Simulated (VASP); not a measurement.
Runs of VASP 6.6.1 on Tl. The structure is that of space group Pm-3m (No. 221), or close to it. The cells are those of the table. This isn't the form of Tl at room conditions, which is hcp.

```csv
task,level,cell,k mesh,cutoff (eV),grid for exact exchange (PRECFOCK),share of exact exchange,gap on the mesh (eV),pressure (GPa)
single point,r2SCAN0,"a = 3.182 Å, 1 atom",5 × 5 × 5,520,Normal,0.25,none,(a)
single point,r2SCAN,"a = 3.095 Å, 1 atom",11 × 11 × 11,520,-,-,none,3.2
single point,r2SCAN,"a = 3.182 Å, 1 atom",11 × 11 × 11,520,-,-,none,0.2
single point,r2SCAN,"a = 3.224 Å, 1 atom",11 × 11 × 11,520,-,-,none,-0.8
relaxation of cell and atoms,r2SCAN,"relaxed from a = 3.117 Å, 1 atom",10 × 10 × 10,600,-,-,none,0.0
```

Alike in all rows: potentials or basis VASP PAW PBE potentials, release 64 (Tl_d); no spin polarisation; smearing fermi-dirac 0.1 eV.

Problem. Fill in the values left out.

Solution. (a) -0.4.

Caveats: some runs use coarse meshes; the PAW data sets were made with another functional, which shifts forces and pressure a little; spin-orbit coupling is left out, which moves the levels of the heavy elements; the cell stands under pressure (at least some runs).

A k mesh can miss the band edges, and the runs leave out spin-orbit coupling on Tl.

A gap of «none» marks levels without a gap at the run's occupations.
